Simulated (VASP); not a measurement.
# CoC (Fm-3m) in VASP: notebook

The runs below take CoC through single point, relaxation of cell and atoms, with r2SCAN.

All numbers are computed with VASP 6.6.1; they aren't measurements. Logs are shortened: lines on timing, memory, paths and dates and some standing lists are left out, and cuts for length are marked.

## Step 1: The cell of the first run

The structure is cubic, space group Fm-3m (No. 225). The conventional cell has a = 3.986 Å, b = 3.986 Å, c = 3.986 Å, α = 90.00°, β = 90.00°, γ = 90.00°. Within 2.6 Å of Co (site symmetry m-3m) lie 6 C at 1.99 Å. C (site symmetry m-3m) has 6 Co at 1.99 Å within 2.6 Å.

## Step 2: Single point, r2SCAN, collinear spin, ferromagnetic start

The input, POSCAR:

```
CoC
1.0
    0.0000000000      1.9927520784      1.9927520784
    1.9927520784      0.0000000000      1.9927520784
    1.9927520784      1.9927520784      0.0000000000
Co C
1 1
Direct
    0.0000000000      0.0000000000      0.0000000000
    0.5000000000      0.5000000000      0.5000000000
```

The input, INCAR.step1:

```
  ALGO = Normal
  EDIFF = 1E-4
  ENCUT = 520
  GGA = PE
  ISMEAR = 0
  ISPIN = 2
  LASPH = T
  LCHARG = F
  LMAXMIX = 4
  LREAL = F
  LWAVE = T
  MAGMOM = 0.52 0
  NBANDS = 18
  NELM = 150
  PREC = Accurate
  SIGMA = 0.1
```

The input, INCAR.step2:

```
  ALGO = Normal
  EDIFF = 1E-6
  ENCUT = 520
  ISIF = 2
  ISMEAR = 0
  ISPIN = 2
  ISTART = 1
  LASPH = T
  LCHARG = F
  LMAXMIX = 4
  LMIXTAU = T
  LORBIT = 11
  LREAL = F
  LWAVE = F
  MAGMOM = 0.52 0
  METAGGA = R2SCAN
  NBANDS = 18
  NELM = 150
  PREC = Accurate
  SIGMA = 0.1
```

The input, KPOINTS:

```
k-points
0
Gamma
  8 8 8
```

Potentials or basis: VASP PAW PBE potentials, release 64 (Co, C).

Launch:

```sh
$ cat potpaw_PBE.64/Co/POTCAR potpaw_PBE.64/C/POTCAR > POTCAR
$ cp INCAR.step1 INCAR
$ mpirun -np 1 vasp_std > vasp.out
$ cp INCAR.step2 INCAR
$ mpirun -np 1 vasp_std > vasp.out
```

OUTCAR:

```text
EDIFF = 1E-6
   ENCUT = 520
   ISIF = 2
   ISMEAR = 0
   ISPIN = 2
   ISTART = 1
   LASPH = T
   LORBIT = 11
   LREAL = F
   METAGGA = R2SCAN
   NELM = 150
   PREC = Accurate

 ion  position               nearest neighbor table
   1  0.000  0.000  0.000-   2 1.99   2 1.99   2 1.99   2 1.99   2 1.99   2 1.99
   2  0.500  0.500  0.500-   1 1.99   1 1.99   1 1.99   1 1.99   1 1.99   1 1.99

  LATTYP: Found a face centered cubic cell.
 ALAT       =     3.9855041568

  Lattice vectors:

 A1 = (   0.0000000000,   1.9927520784,   1.9927520784)
 A2 = (   1.9927520784,   0.0000000000,   1.9927520784)
 A3 = (   1.9927520784,   1.9927520784,   0.0000000000)

Analysis of symmetry for initial positions (statically):
=====================================================================
 Subroutine PRICEL returns:
 Original cell was already a primitive cell.

 Routine SETGRP: Setting up the symmetry group for a
 face centered cubic supercell.

 Subroutine GETGRP returns: Found 48 space group operations
 (whereof 48 operations were pure point group operations)
 out of a pool of 48 trial point group operations.

The static configuration has the point symmetry O_h .

Analysis of symmetry for dynamics (positions and initial velocities):
=====================================================================
 Subroutine PRICEL returns:
 Original cell was already a primitive cell.

 Routine SETGRP: Setting up the symmetry group for a
 face centered cubic supercell.

 Subroutine GETGRP returns: Found 48 space group operations
 (whereof 48 operations were pure point group operations)
 out of a pool of 48 trial point group operations.

The dynamic configuration has the point symmetry O_h .

Analysis of structural, dynamic, and magnetic symmetry:
=====================================================================
 Subroutine PRICEL returns:
 Original cell was already a primitive cell.

 Routine SETGRP: Setting up the symmetry group for a
 face centered cubic supercell.

 Subroutine GETGRP returns: Found 48 space group operations
 (whereof 48 operations were pure point group operations)
 out of a pool of 48 trial point group operations.

The overall configuration has the point symmetry O_h .

 Subroutine INISYM returns: Found 48 space group operations
 (whereof 48 operations are pure point group operations),
 and found     1 'primitive' translations

----------------------------------------------------------------------------------------

                                     Primitive cell

  volume of cell :      15.8267

  direct lattice vectors                    reciprocal lattice vectors
     0.000000000  1.992752078  1.992752078    -0.250909285  0.250909285  0.250909285
     1.992752078  0.000000000  1.992752078     0.250909285 -0.250909285  0.250909285
     1.992752078  1.992752078  0.000000000     0.250909285  0.250909285 -0.250909285

  length of vectors
     2.818177016  2.818177016  2.818177016     0.434587630  0.434587630  0.434587630

  position of ions in fractional coordinates (direct lattice)
     0.000000000  0.000000000  0.000000000
     0.500000000  0.500000000  0.500000000

  ion indices of the primitive-cell ions
   primitive index   ion index
                 1           1
                 2           2

----------------------------------------------------------------------------------------

 KPOINTS: k-points

Automatic generation of k-mesh.
 Grid dimensions read from file:
 generate k-points for:    8    8    8

 Generating k-lattice:

  Cartesian coordinates                     Fractional coordinates (reciprocal lattice)
    -0.031363661  0.031363661  0.031363661     0.125000000  0.000000000  0.000000000
     0.031363661 -0.031363661  0.031363661     0.000000000  0.125000000  0.000000000
     0.031363661  0.031363661 -0.031363661     0.000000000  0.000000000  0.125000000

  Length of vectors
     0.054323454  0.054323454  0.054323454

  Shift w.r.t. Gamma in fractional coordinates (k-lattice)
     0.000000000  0.000000000  0.000000000

 Subroutine IBZKPT returns following result:
 ===========================================

 Found     29 irreducible k-points:

 Following reciprocal coordinates:
            Coordinates               Weight
  0.000000  0.000000  0.000000      1.000000
  0.125000  0.000000  0.000000      8.000000
  0.250000  0.000000  0.000000      8.000000
  0.375000  0.000000  0.000000      8.000000
  0.500000  0.000000  0.000000      4.000000
  0.125000  0.125000  0.000000      6.000000
[... 16 lines left out ...]
  0.500000  0.250000  0.125000     48.000000
 -0.375000  0.250000  0.125000     24.000000
 [... further k-points ...]
   k-points           NKPTS =     29   k-points in BZ     NKDIM =     29   number of bands    NBANDS=     18
   number of dos      NEDOS =    301   number of ions     NIONS =      2
   total plane-waves  NPLWV =  13824
   dimension x,y,z NGX =    24 NGY =   24 NGZ =   24
   dimension x,y,z NGXF=    48 NGYF=   48 NGZF=   48
   ions per type =               1   1
   NGX,Y,Z   is equivalent  to a cutoff of  14.16, 14.16, 14.16 a.u.
   NGXF,Y,Z  is equivalent  to a cutoff of  28.32, 28.32, 28.32 a.u.
 SYSTEM =  unknown system
   PREC   = accura    normal or accurate (medium, high low for compatibility)
   ISTART =      1    job   : 0-new  1-cont  2-samecut
   ICHARG =      0    charge: 1-file 2-atom 10-const
   ISPIN  =      2    spin polarized calculation?
   LNONCOLLINEAR =      F non collinear calculations
   LSORBIT =      F    spin-orbit coupling
   LASPH  =      T    aspherical Exc in radial PAW
   ENCUT  =  520.0 eV  38.22 Ry    6.18 a.u.   5.24  5.24  5.24*2*pi/ulx,y,z
   NELM   =    150;   NELMIN=  2; NELMDL=  0     # of ELM steps
   EDIFF  = 0.1E-05   stopping-criterion for ELM
   LREAL  =      F    real-space projection
   EDIFFG = 0.1E-04   stopping-criterion for IOM
   NSW    =      0    number of steps for IOM
   IBRION =     -1    ionic relax: 0-MD 1-quasi-New 2-CG
   NFREE  =      0    steps in history (QN), initial steepest desc. (CG)
   ISIF   =      2    stress and relaxation
   ISYM   =      2    0-nonsym 1-usesym 2-fastsym
   POTIM  = 0.5000    time-step for ionic-motion
   TEBEG  =    0.0;   TEEND  =   0.0 temperature during run
   PSTRESS=    0.0 pullay stress
   NELECT =      13.0000    total number of electrons
   NUPDOWN=      -1.0000    fix difference up-down
   EMIN   =  10.00;   EMAX   =-10.00  energy-range for DOS
   EFERMI =   0.00;   METHOD = LEGACY
   ISMEAR =     0;   SIGMA  =   0.10  broadening in eV -4-tet -1-fermi 0-gaus
   EFERMI_NEDOS =   21; number of points for ismear=-14 and -15
   IALGO  =     38    algorithm
   IMIX   =      4    mixing-type and parameters
     AMIX     =   0.40;   BMIX     =  1.00
     AMIX_MAG =   1.60;   BMIX_MAG =  1.00
  volume/ion in A,a.u.               =       7.91        53.40
  Fermi-wavevector in a.u.,A,eV,Ry     =   1.533178  2.897287 31.982343  2.350636
  Thomas-Fermi vector in A             =   2.640282
   LORBIT       =     11    0 simple, 1 ext, 2 COOP (PROOUT), +10 PAW based schemes
   METAGGA = R2SCAN    functional components
   LHFCALC =     F    Hartree Fock is set to
   AEXX    =    0.0000 exact exchange contribution
   IVDW    =     0    specifies the selected vdW correction
   LEPSILON=     F    determine dielectric tensor
   LRPA    =     F    only Hartree local field effects (RPA)
 spin polarized calculation
 Gauss-broadening in eV      SIGMA  =   0.10
  energy-cutoff  :      520.00
  volume of cell :       15.83
 maximum number of plane-waves:       444
 NGX is ok and might be reduce to    24
   NGX = 11   NGY = 11   NGZ = 11

 number of electron      12.9999996 magnetization       0.4918334

 Free energy of the ion-electron system (eV)
  ---------------------------------------------------
  ext. energy  EPLUGINS =         0.00000000
  ---------------------------------------------------
  free energy    TOTEN  =       -21.47334669 eV

  energy without entropy =      -21.46854629  energy(sigma->0) =      -21.47094649

 E-fermi :  10.9044     XC(G=0): -14.7597

 val. band max:       10.8922185643   @ k =   0.2500   0.0000   0.0000
 cond. band min:      10.9306381811   @ k =  -0.3750   0.2500   0.1250
 fundamental gap:      0.0384196169
 Fermi energy:        10.9043942128

 spin component 1

 k-point     1 :       0.0000    0.0000    0.0000
  band No.  band energies     occupation
      1      -5.4979      1.00000
      2       7.8463      1.00000
      3       7.8463      1.00000
      4       7.8463      1.00000
      5       8.8644      1.00000
      6       8.8645      1.00000
[... 10 lines left out ...]
     17      38.2263      0.00000
     18      39.0335      0.00000
[... 463 lines left out ...]
 k-point    24 :      -0.3750    0.2500    0.1250
  band No.  band energies     occupation
      1      -0.9220      1.00000
      2       3.1356      1.00000
      3       5.3596      1.00000
      4       6.0409      1.00000
      5       9.1600      1.00000
      6       9.3496      1.00000
[... 10 lines left out ...]
     17      44.1559      0.00000
     18      45.7523      0.00000

 [... further k-points ...]

 spin component 2

 k-point     1 :       0.0000    0.0000    0.0000
  band No.  band energies     occupation
      1      -5.3829      1.00000
      2       8.5037      1.00000
      3       8.5037      1.00000
      4       8.5037      1.00000
      5       9.0473      1.00000
      6       9.0473      1.00000
[... 10 lines left out ...]
     17      38.5110      0.00000
     18      39.1858      0.00000
[... 463 lines left out ...]
 k-point    24 :      -0.3750    0.2500    0.1250
  band No.  band energies     occupation
      1      -0.7492      1.00000
      2       3.3316      1.00000
      3       5.5925      1.00000
      4       6.2427      1.00000
      5       9.8666      1.00000
      6       9.9555      1.00000
[... 10 lines left out ...]
     17      44.3651      0.00000
     18      47.1079      0.00000

 [... further k-points ...]

------------------------ aborting loop because EDIFF is reached ----------------------------------------

  FORCE on cell =-STRESS in cart. coord.  units (eV):
  Direction    XX          YY          ZZ          XY          YZ          ZX
  --------------------------------------------------------------------------------------
  -------------------------------------------------------------------------------------
  Total        0.0869207      0.0869207      0.0869207      0.0000000     -0.0000000      0.0000000
  in kB        8.7992189      8.7992189      8.7992189      0.0000000     -0.0000000      0.0000000
  external PRESSURE =       8.7992189 kB  Pullay stress =       0.0000000 kB

 VOLUME and BASIS-vectors are now :
 -----------------------------------------------------------------------------
  energy-cutoff  :      520.00
  volume of cell :       15.83
      direct lattice vectors                 reciprocal lattice vectors
     0.000000000  1.992752078  1.992752078    -0.250909285  0.250909285  0.250909285
     1.992752078  0.000000000  1.992752078     0.250909285 -0.250909285  0.250909285
     1.992752078  1.992752078  0.000000000     0.250909285  0.250909285 -0.250909285

 POSITION                                       TOTAL-FORCE (eV/Angst)
 -----------------------------------------------------------------------------------
      0.00000      0.00000      0.00000         0.000000     -0.000000      0.000000
      1.99275      1.99275      1.99275         0.000000      0.000000     -0.000000
 -----------------------------------------------------------------------------------
    total drift:                                0.000000     -0.000000     -0.000000

  FREE ENERGIE OF THE ION-ELECTRON SYSTEM (eV)
  ---------------------------------------------------
  free  energy   TOTEN  =       -21.4733466906 eV

  energy  without entropy=      -21.4685462915  energy(sigma->0) =      -21.47094649

 total charge

# of ion       s       p       d       tot
------------------------------------------
    1        0.469   0.718   7.503   8.689
    2        0.902   1.460   0.000   2.362
--------------------------------------------------
tot          1.371   2.177   7.503  11.051

 magnetization (x)

# of ion       s       p       d       tot
------------------------------------------
    1        0.025   0.015   0.367   0.407
    2        0.006   0.064   0.000   0.070
--------------------------------------------------
tot          0.031   0.079   0.367   0.477
```

It took 36 s on 1 thread of Intel Xeon Platinum 8488C (Sapphire Rapids), shared host; peak memory 0.16 GiB.

Results:

```yaml
Free_energy: -21.4733 eV
Pressure: 0.9 GPa
Net_moment: 0.49 μB per cell
Site_moments: Co +0.41; C +0.07 μB
Valence_electrons_inside_the_program's_atomic_spheres: Co 8.69; C 2.36
```

Caveat: the PAW data sets were made with another functional, which shifts forces and pressure a little.

## Step 3: Single point, r2SCAN, collinear spin, ferromagnetic start

This run uses another cell than the first one, of 8.94 Å³/atom.

The input, POSCAR:

```
CoC
1.0
    0.0000000000      2.0751951072      2.0751951072
    2.0751951072      0.0000000000      2.0751951072
    2.0751951072      2.0751951072      0.0000000000
Co C
1 1
Direct
    0.0000000000      0.0000000000      0.0000000000
    0.5000000000      0.5000000000      0.5000000000
```

The input, INCAR.step1:

```
PREC = Accurate
ENCUT = 520
ISMEAR = 0
SIGMA = 0.1
LREAL = False
LASPH = True
NELM = 150
ISPIN = 2
MAGMOM = 3 0
LMAXMIX = 4
NBANDS = 18
GGA = PE
ALGO = Normal
EDIFF = 1E-4
LWAVE = True
LCHARG = False
```

The input, INCAR.step2:

```
PREC = Accurate
ENCUT = 520
EDIFF = 1E-7
ISMEAR = 0
SIGMA = 0.1
LREAL = False
LASPH = True
NELM = 150
ALGO = Normal
ISIF = 2
LWAVE = False
LCHARG = True
ISPIN = 2
MAGMOM = 3 0
LORBIT = 11
LMAXMIX = 4
METAGGA = R2SCAN
LMIXTAU = True
LELF = True
LVHAR = True
NBANDS = 18
ISTART = 1
```

The input, KPOINTS:

```
Automatic mesh
0
Gamma
  8 8 8
```

Potentials or basis: VASP PAW PBE potentials, release 64 (Co, C).

Launch:

```sh
$ cat potpaw_PBE.64/Co/POTCAR potpaw_PBE.64/C/POTCAR > POTCAR
$ cp INCAR.step1 INCAR
$ mpirun -np 1 vasp_std > vasp.out
$ cp INCAR.step2 INCAR
$ mpirun -np 1 vasp_std > vasp.out
```

It took 38 s on 1 thread of Intel Xeon Platinum 8488C (Sapphire Rapids), shared host; peak memory 0.17 GiB.

The run converged. Its results:

```yaml
Free_energy: -21.2658 eV
Pressure: -29.7 GPa
Net_moment: 0.58 μB per cell
Site_moments: Co +0.48; C +0.08 μB
Valence_electrons_inside_the_program's_atomic_spheres: Co 8.37; C 2.27
```

Levels at points of the mesh, in eV from the Fermi level:
Spin up:
```csv
k point,band 5,band 6,band 7,band 8,band 9,band 10
"(0.00, 0.00, 0.00)",-1.72,-1.72,1.31,1.31,1.31,11.47
"(0.50, 0.00, 0.00)",-1.58,-1.58,-0.55,4.87,4.87,9.47
"(0.50, 0.50, 0.00)",-1.40,-1.35,-1.35,-1.22,1.17,8.65
```
Spin down:
```
           k point  band 2  band 3  band 4  band 5  band 6  band 7  band 8  band 9  band 10  band 11
(0.00, 0.00, 0.00)   -1.89   -1.89   -1.89   -1.51   -1.51    1.57    1.57    1.57    11.76    18.19
(0.50, 0.00, 0.00)   -7.53   -4.21   -4.21   -0.78   -0.78    0.26    5.16    5.16     9.62    14.43
(0.50, 0.50, 0.00)   -5.61   -3.10   -1.14   -1.14   -1.00   -0.49   -0.49    1.40     8.91    12.71
```

Caveat: the cell stands under tension; the PAW data sets were made with another functional, which shifts forces and pressure a little.

[end of part 1 of 2]
